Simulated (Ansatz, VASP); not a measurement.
Cu2Ru: VASP beside Ansatz

```
Cu Ru
1.0
     4.25453    0.00000    0.00000
    -2.12727    3.68453    0.00000
     0.00000    0.00000    2.44931
Cu Ru
2 1
Direct
  0.33333 0.66667 0.50000
  0.66667 0.33333 0.50000
  0.00000 0.00000 0.00000
```

Alike in both runs: functional PBE; k mesh 12 × 12 × 18; occupations gaussian, width 0.1 eV; no spin polarisation; Hubbard terms Cu d U = 1.0 eV.

Ansatz relaxed the structure, and its values are those at the end. VASP's run is a single point on that final structure, the one shown.

|  | VASP | Ansatz |
| --- | --- | --- |
| version | VASP 6.6.1 | Ansatz 0.2.0 |
| potentials or method | VASP PAW PBE potentials, release 64 (Cu, Ru_pv), cutoff 600 eV | scalar-relativistic, plane waves, PAW |
| valence electrons in the cell | 36 | 54 |

|  | VASP | Ansatz | Ansatz less VASP |
| --- | --- | --- | --- |
| gap on the k mesh at the Fermi level (eV) | none | none | - |
| pressure (GPa) | -0.4 | 0.0 | +0.41 |

The programs project onto different local orbitals, so the same U acts differently, and such runs can settle in different states. A gap of «none» marks a metal or a gap that the smearing closes. VASP's potentials hold 36 valence electrons a cell and Ansatz's 54, so a difference there can come from the potentials and not from the codes. Ansatz's warnings: filled band counts differ across k points.
